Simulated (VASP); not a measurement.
# Si (Fd-3m) in VASP: notebook

Runs on Si. Level: LDA. Tasks: single point, relaxation of cell and atoms.

All numbers are computed with VASP 6.6.1; they aren't measurements. Logs are shortened: lines on timing, memory, paths and dates and some standing lists are left out, and cuts for length are marked.

### Step 1. The cell of the first run

The structure is cubic, space group Fd-3m (No. 227). Conventional cell: a = 5.444 Å, b = 5.444 Å, c = 5.444 Å, α = 90.00°, β = 90.00°, γ = 90.00°. Si (site symmetry -43m) has 4 Si at 2.36 Å within 3.1 Å.

### Step 2. Single point, LDA

INCAR reads:

```
SYSTEM = Si
PREC = Accurate
ENCUT = 520
EDIFF = 1E-7
ISMEAR = 0
SIGMA = 0.1
LREAL = .FALSE.
LASPH = .TRUE.
NELM = 100
ALGO = Normal
ISIF = 2
LWAVE = .FALSE.
LCHARG = .FALSE.
GGA = CA
NBANDS = 11
```

KPOINTS reads:

```
Automatic mesh
0
G
  6 6 6
  0 0 0
```

POSCAR reads:

```
Si
1.0
    0.0000000000      2.7218511900      2.7218511900
    2.7218511900      0.0000000000      2.7218511900
    2.7218511900      2.7218511900      0.0000000000
Si
2
Direct
    0.7500000000      0.7500000000      0.7500000000
    0.5000000000      0.5000000000      0.5000000000
```

Potentials or basis: VASP PAW LDA potentials, release 64 (Si).

Command:

```bash
$ cat potpaw_LDA.64/Si/POTCAR > POTCAR
$ mpirun -np 1 vasp_std > vasp.out
```

OUTCAR:

```text
SYSTEM = Si
   PREC = Accurate
   ENCUT = 520
   EDIFF = 1E-7
   ISMEAR = 0
   LREAL = .FALSE.
   LASPH = .TRUE.
   NELM = 100
   ISIF = 2
   GGA = CA

 ion  position               nearest neighbor table
   1  0.750  0.750  0.750-   2 2.36   2 2.36   2 2.36   2 2.36
   2  0.500  0.500  0.500-   1 2.36   1 2.36   1 2.36   1 2.36

  LATTYP: Found a face centered cubic cell.
 ALAT       =     5.4437023800

  Lattice vectors:

 A1 = (   0.0000000000,   2.7218511900,   2.7218511900)
 A2 = (   2.7218511900,   0.0000000000,   2.7218511900)
 A3 = (   2.7218511900,   2.7218511900,   0.0000000000)

Analysis of symmetry for initial positions (statically):
=====================================================================
 Subroutine PRICEL returns:
 Original cell was already a primitive cell.

 Routine SETGRP: Setting up the symmetry group for a
 face centered cubic supercell.

 Subroutine GETGRP returns: Found 48 space group operations
 (whereof 24 operations were pure point group operations)
 out of a pool of 48 trial point group operations.

The static configuration has the point symmetry T_d .
 The point group associated with its full space group is O_h .

Analysis of symmetry for dynamics (positions and initial velocities):
=====================================================================
 Subroutine PRICEL returns:
 Original cell was already a primitive cell.

 Routine SETGRP: Setting up the symmetry group for a
 face centered cubic supercell.

 Subroutine GETGRP returns: Found 48 space group operations
 (whereof 24 operations were pure point group operations)
 out of a pool of 48 trial point group operations.

The dynamic configuration has the point symmetry T_d .
 The point group associated with its full space group is O_h .

 Subroutine INISYM returns: Found 48 space group operations
 (whereof 24 operations are pure point group operations),
 and found     1 'primitive' translations

----------------------------------------------------------------------------------------

                                     Primitive cell

  volume of cell :      40.3295

  direct lattice vectors                    reciprocal lattice vectors
     0.000000000  2.721851190  2.721851190    -0.183698507  0.183698507  0.183698507
     2.721851190  0.000000000  2.721851190     0.183698507 -0.183698507  0.183698507
     2.721851190  2.721851190  0.000000000     0.183698507  0.183698507 -0.183698507

  length of vectors
     3.849278868  3.849278868  3.849278868     0.318175147  0.318175147  0.318175147

  position of ions in fractional coordinates (direct lattice)
     0.750000000  0.750000000  0.750000000
     0.500000000  0.500000000  0.500000000

  ion indices of the primitive-cell ions
   primitive index   ion index
                 1           1
                 2           2

----------------------------------------------------------------------------------------

 KPOINTS: Automatic mesh

Automatic generation of k-mesh.
 Grid dimensions read from file:
 generate k-points for:    6    6    6

 Generating k-lattice:

  Cartesian coordinates                     Fractional coordinates (reciprocal lattice)
    -0.030616418  0.030616418  0.030616418     0.166666667  0.000000000  0.000000000
     0.030616418 -0.030616418  0.030616418     0.000000000  0.166666667  0.000000000
     0.030616418  0.030616418 -0.030616418     0.000000000  0.000000000  0.166666667

  Length of vectors
     0.053029191  0.053029191  0.053029191

  Shift w.r.t. Gamma in fractional coordinates (k-lattice)
     0.000000000  0.000000000  0.000000000

 Subroutine IBZKPT returns following result:
 ===========================================

 Found     16 irreducible k-points:

 Following reciprocal coordinates:
            Coordinates               Weight
  0.000000  0.000000  0.000000      1.000000
  0.166667  0.000000  0.000000      8.000000
  0.333333  0.000000  0.000000      8.000000
  0.500000  0.000000  0.000000      4.000000
  0.166667  0.166667  0.000000      6.000000
  0.333333  0.166667  0.000000     24.000000
[... 8 lines left out ...]
 -0.333333  0.333333  0.166667     24.000000
 -0.333333  0.500000  0.166667     12.000000
   k-points           NKPTS =     16   k-points in BZ     NKDIM =     16   number of bands    NBANDS=     11
   number of dos      NEDOS =    301   number of ions     NIONS =      2
   total plane-waves  NPLWV =  27000
   dimension x,y,z NGX =    30 NGY =   30 NGZ =   30
   dimension x,y,z NGXF=    60 NGYF=   60 NGZF=   60
   ions per type =               2
   NGX,Y,Z   is equivalent  to a cutoff of  12.96, 12.96, 12.96 a.u.
   NGXF,Y,Z  is equivalent  to a cutoff of  25.91, 25.91, 25.91 a.u.
 SYSTEM =  Si
   PREC   = accura    normal or accurate (medium, high low for compatibility)
   ISTART =      0    job   : 0-new  1-cont  2-samecut
   ICHARG =      2    charge: 1-file 2-atom 10-const
   ISPIN  =      1    spin polarized calculation?
   LNONCOLLINEAR =      F non collinear calculations
   LSORBIT =      F    spin-orbit coupling
   LASPH  =      T    aspherical Exc in radial PAW
   ENCUT  =  520.0 eV  38.22 Ry    6.18 a.u.   7.16  7.16  7.16*2*pi/ulx,y,z
   NELM   =    100;   NELMIN=  2; NELMDL= -5     # of ELM steps
   EDIFF  = 0.1E-06   stopping-criterion for ELM
   LREAL  =      F    real-space projection
   EDIFFG = 0.1E-05   stopping-criterion for IOM
   NSW    =      0    number of steps for IOM
   IBRION =     -1    ionic relax: 0-MD 1-quasi-New 2-CG
   NFREE  =      0    steps in history (QN), initial steepest desc. (CG)
   ISIF   =      2    stress and relaxation
   ISYM   =      2    0-nonsym 1-usesym 2-fastsym
   POTIM  = 0.5000    time-step for ionic-motion
   TEBEG  =    0.0;   TEEND  =   0.0 temperature during run
   PSTRESS=    0.0 pullay stress
   NELECT =       8.0000    total number of electrons
   NUPDOWN=      -1.0000    fix difference up-down
   EMIN   =  10.00;   EMAX   =-10.00  energy-range for DOS
   EFERMI =   0.00;   METHOD = LEGACY
   ISMEAR =     0;   SIGMA  =   0.10  broadening in eV -4-tet -1-fermi 0-gaus
   EFERMI_NEDOS =   21; number of points for ismear=-14 and -15
   IALGO  =     38    algorithm
   IMIX   =      4    mixing-type and parameters
     AMIX     =   0.40;   BMIX     =  1.00
     AMIX_MAG =   1.60;   BMIX_MAG =  1.00
  volume/ion in A,a.u.               =      20.16       136.08
  Fermi-wavevector in a.u.,A,eV,Ry     =   0.954766  1.804247 12.402783  0.911579
  Thomas-Fermi vector in A             =   2.083543
   LORBIT       =      0    0 simple, 1 ext, 2 COOP (PROOUT), +10 PAW based schemes
   GGA     = CA    functional components
   LHFCALC =     F    Hartree Fock is set to
   AEXX    =    0.0000 exact exchange contribution
   IVDW    =     0    specifies the selected vdW correction
   LEPSILON=     F    determine dielectric tensor
   LRPA    =     F    only Hartree local field effects (RPA)
 non-spin polarized calculation
 Gauss-broadening in eV      SIGMA  =   0.10
  energy-cutoff  :      520.00
  volume of cell :       40.33
 maximum number of plane-waves:      1106
 NGX is ok and might be reduce to    30
   NGX = 15   NGY = 15   NGZ = 15

 number of electron       8.0000001 magnetization

 Free energy of the ion-electron system (eV)
  ---------------------------------------------------
  ext. energy  EPLUGINS =         0.00000000
  ---------------------------------------------------
  free energy    TOTEN  =       -11.88823091 eV

  energy without entropy =      -11.88823070  energy(sigma->0) =      -11.88823080

 E-fermi :   6.0042     XC(G=0):  -9.5759

 val. band max:        5.7054046514   @ k =   0.0000   0.0000   0.0000
 cond. band min:       6.3168536199   @ k =   0.5000   0.5000   0.0000
 fundamental gap:      0.6114489685
 Fermi energy:         6.0042327331

 k-point     1 :       0.0000    0.0000    0.0000
  band No.  band energies     occupation
      1      -6.2054      2.00000
      2       5.7054      1.99998
      3       5.7054      1.99998
      4       5.7054      1.99998
      5       8.2224      0.00000
      6       8.2224      0.00000
      7       8.2224      0.00000
      8       8.8323      0.00000
      9      13.3459      0.00000
     10      13.4247      0.00000
     11      13.4247      0.00000

 k-point     2 :       0.1667    0.0000    0.0000
  band No.  band energies     occupation
      1      -5.8462      2.00000
      2       3.3136      2.00000
      3       5.2572      2.00000
      4       5.2572      2.00000
      5       7.9398      0.00000
      6       8.8649      0.00000
      7       8.8649      0.00000
      8      10.9618      0.00000
      9      12.7619      0.00000
     10      12.7619      0.00000
     11      14.5083      0.00000

 k-point     3 :       0.3333    0.0000    0.0000
  band No.  band energies     occupation
      1      -4.8358      2.00000
      2       0.3739      2.00000
      3       4.7118      2.00000
      4       4.7118      2.00000
      5       7.3340      0.00000
      6       9.1604      0.00000
      7       9.1604      0.00000
      8      13.3504      0.00000
      9      13.6352      0.00000
     10      13.6352      0.00000
     11      14.5637      0.00000
[... 155 lines left out ...]
 k-point    15 :      -0.3333    0.3333    0.1667
  band No.  band energies     occupation
      1      -2.9484      2.00000
      2      -1.1222      2.00000
      3       1.6936      2.00000
      4       2.9474      2.00000
      5       8.9731      0.00000
      6       9.1659      0.00000
      7      11.6976      0.00000
      8      12.1065      0.00000
      9      13.1509      0.00000
     10      16.6750      0.00000
     11      17.4972      0.00000

 k-point    16 :      -0.3333    0.5000    0.1667
  band No.  band energies     occupation
      1      -1.9666      2.00000
      2      -1.9666      2.00000
      3       2.0624      2.00000
      4       2.0624      2.00000
      5       8.3623      0.00000
      6       8.3623      0.00000
      7      12.3536      0.00000
      8      12.3536      0.00000
      9      16.1363      0.00000
     10      16.1363      0.00000
     11      18.5014      0.00000

------------------------ aborting loop because EDIFF is reached ----------------------------------------

  FORCE on cell =-STRESS in cart. coord.  units (eV):
  Direction    XX          YY          ZZ          XY          YZ          ZX
  --------------------------------------------------------------------------------------
  -------------------------------------------------------------------------------------
  Total       -0.5088285     -0.5088285     -0.5088285      0.0000000      0.0000000      0.0000000
  in kB      -20.2143074    -20.2143074    -20.2143074      0.0000000      0.0000000      0.0000000
  external PRESSURE =     -20.2143074 kB  Pullay stress =       0.0000000 kB

 VOLUME and BASIS-vectors are now :
 -----------------------------------------------------------------------------
  energy-cutoff  :      520.00
  volume of cell :       40.33
      direct lattice vectors                 reciprocal lattice vectors
     0.000000000  2.721851190  2.721851190    -0.183698507  0.183698507  0.183698507
     2.721851190  0.000000000  2.721851190     0.183698507 -0.183698507  0.183698507
     2.721851190  2.721851190  0.000000000     0.183698507  0.183698507 -0.183698507

 POSITION                                       TOTAL-FORCE (eV/Angst)
 -----------------------------------------------------------------------------------
      4.08278      4.08278      4.08278         0.000000     -0.000000      0.000000
      2.72185      2.72185      2.72185        -0.000000      0.000000      0.000000
 -----------------------------------------------------------------------------------
    total drift:                                0.000000     -0.000000     -0.000000

  FREE ENERGIE OF THE ION-ELECTRON SYSTEM (eV)
  ---------------------------------------------------
  free  energy   TOTEN  =       -11.8882309095 eV

  energy  without entropy=      -11.8882306964  energy(sigma->0) =      -11.88823080
```

It took 9 s on 1 thread of Intel Xeon 8259CL, shared host; peak memory 0.14 GiB.

Results:

- Free energy: -11.8882 eV
- Pressure: -2.0 GPa
- Band gap on the k mesh: 0.61 eV (least direct gap 2.52 eV)

A k mesh can miss the band edges.

### Step 3. Single point, LDA

This run uses another cell than the first one, of 19.70 Å³/atom.

INCAR reads:

```
PREC     = Accurate       # precision mode
ENCUT    = 520            # plane-wave cutoff, eV
EDIFF    = 1E-7           # SCF threshold, eV
ISMEAR   = 0              # smearing method
SIGMA    = 0.02           # smearing width, eV
LREAL    = F              # projectors in reciprocal space
LASPH    = T              # aspherical terms in the spheres
NELM     = 60             # most SCF steps
ALGO     = Normal         # electronic algorithm
ISIF     = 2              # what is computed and relaxed
LWAVE    = F              # write WAVECAR
LCHARG   = T              # write CHGCAR
LELF     = T              # ELF
LVHAR    = T            
NBANDS   = 11             # bands
```

KPOINTS reads:

```
Automatic mesh
0
Gamma
  12 12 12
```

POSCAR reads:

```
Si
1.0
    0.0000000000      2.7009711365      2.7009711365
    2.7009711365      0.0000000000      2.7009711365
    2.7009711365      2.7009711365      0.0000000000
Si
2
Direct
    0.7500000000      0.7500000000      0.7500000000
    0.5000000000      0.5000000000      0.5000000000
```

Potentials or basis: VASP PAW LDA potentials, release 64 (Si).

Command:

```bash
$ cat potpaw_LDA.64/Si/POTCAR > POTCAR
$ mpirun -np 1 vasp_std > vasp.out
```

It took 40 s on 1 thread of Intel Xeon 8259CL, shared host; peak memory 0.14 GiB.

It converged, with:

```
Free energy            : -11.9197 eV
Pressure               : 0.0 GPa
Band gap on the k mesh : 0.44 eV (least direct gap 2.53 eV)
```

Levels at points of the mesh, in eV from the valence-band top:
```tsv
k point	band 2	band 3	band 4	band 5	band 6	band 7
(0.00, 0.00, 0.00)	0.00	0.00	0.00	2.53	2.53	2.53
(0.50, 0.00, 0.00)	-7.06	-1.21	-1.21	1.49	3.29	3.29
(0.50, 0.50, 0.00)	-7.86	-2.89	-2.89	0.57	0.57	10.11
```

A k mesh can miss the band edges.

### Step 4. Relaxation of cell and atoms, LDA

INCAR reads:

```
SYSTEM = Si
ALGO = Normal
EDIFF = 1E-6
EDIFFG = -0.002
ENCUT = 600
IBRION = 2
ISIF = 3
ISMEAR = 0
LASPH = .TRUE.
LCHARG = .FALSE.
LREAL = .FALSE.
LWAVE = .FALSE.
NELM = 100
NSW = 100
PREC = Accurate
SIGMA = 0.02
```

KPOINTS reads:

```
k-points
0
G
  8 8 8
  0 0 0
```

POSCAR reads:

```
Si
1.0
    0.0000000000      2.7218511900      2.7218511900
    2.7218511900      0.0000000000      2.7218511900
    2.7218511900      2.7218511900      0.0000000000
Si
2
Direct
    0.7500000000      0.7500000000      0.7500000000
    0.5000000000      0.5000000000      0.5000000000
```

Command:

```bash
$ cat potpaw_LDA.64/Si/POTCAR > POTCAR
$ mpirun -np 1 vasp_std > vasp.out
```

Wall time 22 s (1 thread of Intel Xeon 8259CL, shared host); peak memory 0.15 GiB.

Results (log left out):

```
Free energy                           : -11.9158 eV
Relaxed volume                        : 19.72 Å³/atom
Relaxed cell                          : a = 3.821 Å, b = 3.821 Å, c = 3.821 Å, α = 60.00°, β = 60.00°, γ = 60.00°
Space group after relaxing (to 0.1 Å) : Fd-3m (No. 227)
Energy gained by relaxing             : 3.0 meV/atom
Ionic steps                           : 3
Pressure after relaxing               : 0.0 GPa
Band gap on the k mesh                : 0.49 eV (least direct gap 2.53 eV)
```

Step by step:
| step | energy change (eV) | largest force (eV/Å) | pressure (GPa) | volume (Å³) |
| --- | --- | --- | --- | --- |
| 1 | 0.0000 | 0.0000 | -2.07 | 40.33 |
| 2 | -0.0030 | 0.0000 | 1.55 | 38.83 |
| 3 | -0.0059 | 0.0000 | 0.00 | 39.44 |

Final structure:
```
Si
1.0
     0.00000    2.70159    2.70159
     2.70159    0.00000    2.70159
     2.70159    2.70159    0.00000
Si
2
Direct
  0.75000 0.75000 0.75000
  0.50000 0.50000 0.50000
```

Levels at points of the mesh, in eV from the valence-band top:
```csv
k point,band 1,band 2,band 3,band 4,band 5,band 6,band 7,band 8
"(0.00, 0.00, 0.00)",-12.06,0.00,0.00,0.00,2.53,2.53,2.53,3.38
"(0.50, 0.00, 0.00)",-9.69,-7.06,-1.21,-1.21,1.48,3.28,3.28,7.54
"(0.50, 0.50, 0.00)",-7.86,-7.86,-2.89,-2.89,0.57,0.57,10.11,10.11
```

### Step 5. The runs side by side

```csv
task,cell,k mesh,cutoff (eV),smearing,gap on the mesh (eV),pressure (GPa)
single point,"a = 3.849 Å, angles 60.0°, 2 atoms",6 × 6 × 6,520,gaussian 0.1 eV,0.61,-2.0
single point,"a = 3.820 Å, angles 60.0°, 2 atoms",12 × 12 × 12,520,gaussian 0.02 eV,0.44,0.0
relaxation of cell and atoms,"relaxed from a = 3.849 Å, angles 60.0°, 2 atoms",8 × 8 × 8,600,gaussian 0.02 eV,0.49,0.0
```

Alike in all rows: level LDA; potentials or basis VASP PAW LDA potentials, release 64 (Si); no spin polarisation.

Absolute energies hang on the potentials; compare differences alone.
